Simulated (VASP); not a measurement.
Write the native input for VASP 6.6.1 that does the following.

* Task: single point
* Functional: LDA
* Potentials or basis: VASP PAW LDA potentials, release 64 (Si)
* Cutoff: 520 eV
* k mesh: 22 × 22 × 22
* Occupations: gaussian, width 0.15 eV
* Spin: no spin polarisation
* Dipole correction: no
* Further INCAR settings: ALGO = Normal; EDIFF = 1e-06; NBANDS = 8

The structure of Si lies in POSCAR:

```
Si
1.0
   -1.4967617356      1.4967617356      1.3203298500
    1.4967617356     -1.4967617356      1.3203298500
    1.4967617356      1.4967617356     -1.3203298500
Si
1
Direct
    0.0000000000      0.0000000000      0.0000000000
```

This cell differs from its parent crystal: strain -0.080 along x and y, +0.000 along z.

These files were run (other wordings do the same):

INCAR

```
  PREC = Accurate
  ENCUT = 520
  EDIFF = 1E-6
  ISMEAR = 0
  SIGMA = 0.15
  LREAL = F
  LASPH = T
  NELM = 80
  ALGO = Normal
  ISIF = 2
  LWAVE = F
  LCHARG = F
  NBANDS = 8
```

KPOINTS

```
regular mesh
0
Gamma
  22 22 22
```

Potentials or basis: VASP PAW LDA potentials, release 64 (Si).

Command:

```console
$ cat potpaw_LDA.64/Si/POTCAR > POTCAR
$ mpirun -np 1 vasp_std > vasp.out
```

It gave:

```
Pressure               : 24.7 GPa
Band gap on the k mesh : zero (band 2 reaches 24.39 eV, above the bottom of band 3 at 8.70 eV)
```

Caveat: the cell differs from its parent crystal (strain -0.080 along x and y, +0.000 along z).

It took 23 s on 1 thread of Intel(R) Xeon(R) 6975P-C (Granite Rapids), with other jobs on the host, peak memory 0.17 GiB.
